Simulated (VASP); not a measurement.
Input of a VASP 6.6.1 run:

INCAR

```
ALGO = Normal ; EDIFF = 1E-7
ENCUT = 520 ; GGA = CA
ISIF = 2 ; ISMEAR = 0
LASPH = True ; LCHARG = False
LREAL = False ; LWAVE = False
NBANDS = 23 ; NELM = 60
PREC = Accurate ; SIGMA = 0.05
```

KPOINTS

```
k-points
0
Gamma
  8 8 8
```

File POSCAR:

```
CsO
1.0
   -2.1610000000      3.2150000000      3.7585000000
    2.1610000000     -3.2150000000      3.7585000000
    2.1610000000      3.2150000000     -3.7585000000
Cs O
2 2
Direct
    0.2500000000      0.2500000000      0.0000000000
    0.7500000000      0.7500000000      0.0000000000
    0.6200000000      0.0000000000      0.6200000000
    0.3800000000      0.0000000000      0.3800000000
```

Potentials or basis: VASP PAW LDA potentials, release 64 (Cs_sv, O).

Run with:

```bash
$ cat potpaw_LDA.64/Cs_sv/POTCAR potpaw_LDA.64/O/POTCAR > POTCAR
$ mpirun -np 1 vasp_std > vasp.out
```

(1) Estimate the largest force.

(2) What does it give for the pressure?

(3) Estimate the band gap on the k mesh.

Answers

(1) 1.118 eV/Å.

(2) -3.5 GPa.

(3) 1.58 eV, indirect (least direct gap 1.72 eV).

Caveat: spin-orbit coupling is left out, which moves the levels of the heavy elements; forces of over 1 eV/Å act on the atoms, so gaps and moduli don't describe the material at rest.
